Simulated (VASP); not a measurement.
Input of a VASP 6.6.1 run:

INCAR

```
PREC     = Accurate       # precision mode
ENCUT    = 520            # plane-wave cutoff, eV
EDIFF    = 1E-7           # SCF threshold, eV
ISMEAR   = 0              # smearing method
SIGMA    = 0.1            # smearing width, eV
LREAL    = F              # projectors in reciprocal space
LASPH    = T              # aspherical terms in the spheres
NELM     = 80             # most SCF steps
ALGO     = Normal         # electronic algorithm
ISIF     = 2              # what is computed and relaxed
LWAVE    = F              # write WAVECAR
LCHARG   = F              # write CHGCAR
GGA      = PE             # functional
NBANDS   = 46             # bands
```

KPOINTS

```
Automatic mesh
0
Gamma
  4 4 4
```

POSCAR

```
ZnCd3Se2S2
1.0
    4.1761815557      4.2052293788      0.0003039143
    4.1918062542     -4.2210357512      0.0000664295
   -4.1837932213      0.0078831385     -5.9480197398
Zn Cd Se S
1 3 2 2
Direct
    0.0076194597      0.0079541828      0.0155614590
    0.7439273008      0.2434043162      0.4872698598
    0.2437882916      0.7434537846      0.4869983456
    0.5035846473      0.5039802512      0.0078156084
    0.6461698734      0.1168503168      0.7627852126
    0.1164459875      0.6462215213      0.7628478931
    0.3555203980      0.3554515668      0.2383579879
    0.8829440418      0.8826840604      0.2383636337
```

Potentials or basis: VASP PAW PBE potentials, release 64 (Zn, Cd, Se, S).

The run is started by

```console
$ cat potpaw_PBE.64/Zn/POTCAR potpaw_PBE.64/Cd/POTCAR potpaw_PBE.64/Se/POTCAR potpaw_PBE.64/S/POTCAR > POTCAR
$ mpirun -np 1 vasp_std > vasp.out
```

(1) Estimate the largest force.

(2) What does it give for the band gap on the k mesh?

(3) Predict the pressure.

Answers

(1) 0.033 eV/Å.

(2) 0.81 eV, direct.

(3) 0.2 GPa.
